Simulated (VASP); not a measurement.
Runs of VASP 6.6.1 on Ir. The structure is that of space group Im-3m (No. 229), or close to it. The cells are those of the table. 

```csv
spin,cell,k mesh,cutoff (eV),smearing,gap on the mesh (eV),pressure (GPa),moment (μB)
"collinear, ferromagnetic start","a = 2.799 Å, angles 109.5°, 1 atom",23 × 23 × 23,520,fermi-dirac 0.05 eV,none,-25.1,(b)
off,"a = 2.695 Å, angles 109.5°, 1 atom",16 × 16 × 16,500,fermi-dirac 0.1 eV,none,0.5,-
"non-collinear, zero start, SOC","a = 2.695 Å, angles 109.5°, 1 atom",14 × 14 × 14,520,fermi-dirac 0.1 eV,-,1.9,(a)
off,"a = 2.621 Å, angles 109.5°, 1 atom",16 × 16 × 16,500,fermi-dirac 0.1 eV,none,32.4,-
off,"a = 2.658 Å, angles 109.5°, 1 atom",16 × 16 × 16,500,fermi-dirac 0.1 eV,none,14.6,-
```

Alike in all rows: task single point; level PBE; potentials or basis VASP PAW PBE potentials, release 64 (Ir).

Fill in the values left out.

(a) 0.00; (b) 0.68.

Caveats: spin-orbit coupling is left out, which moves the levels of the heavy elements (some runs).

A k mesh can miss the band edges, and rows without SOC leave out spin-orbit coupling on Ir.

A gap of «none» marks levels without a gap at the run's occupations.
